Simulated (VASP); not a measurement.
CdS: single point with PBE

The system is CdS.

```xyz
2
Lattice="0.0000 2.9331 2.9331 2.9331 0.0000 2.9331 2.9331 2.9331 0.0000" Properties=species:S:1:pos:R:3 pbc="T T T"
Cd    0.0000    0.0000    0.0000
S     4.3997    4.3997    4.3997
```

This cell differs from its parent crystal: volume scaled by 0.99.

* Program: VASP 6.6.1
* Task: single point
* Functional: PBE
* Potentials or basis: VASP PAW PBE potentials, release 64 (Cd, S)
* Cutoff: 520 eV
* k mesh: 7 × 7 × 7
* Occupations: fermi-dirac, width 0.02 eV
* Spin: no spin polarisation
* Dipole correction: no
* Further INCAR settings: ALGO = Normal; EDIFF = 1e-07; NBANDS = 16

```
Pressure               : 2.1 GPa
Band gap on the k mesh : 1.11 eV, direct
```

Levels at points of the mesh, in eV from the valence-band top:
```tsv
k point	band 6	band 7	band 8	band 9	band 10	band 11	band 12	band 13
(0.00, 0.00, 0.00)	-7.21	0.00	0.00	0.00	1.11	6.55	6.55	6.55
```

It took 25 s on 1 thread of AMD EPYC 7R13 (shared host), peak memory 0.15 GiB.
